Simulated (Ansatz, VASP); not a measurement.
# Li5GaSb2: VASP beside Ansatz

```xyz
8
Lattice="0.0000 4.1760 4.1760 4.1760 0.0000 4.1760 4.1760 4.1760 0.0000" Properties=species:S:1:pos:R:3 pbc="T T T"
Li    7.2730    7.2730    7.2730
Li    5.2550    5.2550    7.2730
Li    5.2550    7.2730    5.2550
Li    7.2730    5.2550    5.2550
Li    2.0880    2.0880    2.0880
Ga    6.2640    6.2640    6.2640
Sb    4.1760    4.1760    4.1760
Sb    0.0000    0.0000    0.0000
```

Alike in both runs: task relaxation of cell and atoms; functional PBE; k mesh 4 × 4 × 4; occupations gaussian, width 0.1 eV; no spin polarisation.

|  | VASP | Ansatz |
| --- | --- | --- |
| version | VASP 6.6.1 | Ansatz 0.2.0 |
| potentials or method | VASP PAW PBE potentials, release 64 (Li_sv, Ga_d, Sb), cutoff 600 eV | scalar-relativistic, plane waves, PAW |
| valence electrons in the cell | 38 | 58 |

```csv
,VASP,Ansatz,Ansatz less VASP
"gap on the k mesh at the Fermi level, each at its own relaxed structure (eV)",none,none,-
relaxed volume (Å³/atom),36.74,41.52,+4.772
relaxed length of the cell vector where the two differ most in proportion (Å),7.463,7.773,+0.3100
```

A gap of «none» marks a metal or a gap that the smearing closes. One of these differences is far larger than is usual between the two programs; its cause wasn't traced. VASP's potentials hold 38 valence electrons a cell and Ansatz's 58, so a difference there can come from the potentials and not from the codes.

Neither program's run includes spin-orbit coupling. Noted on VASP's run: the cutoff is under 1.25 times that of the potentials, so the pressure is a little rough; the volume moved by over 15 % at a fixed basis, so the end points are rough.
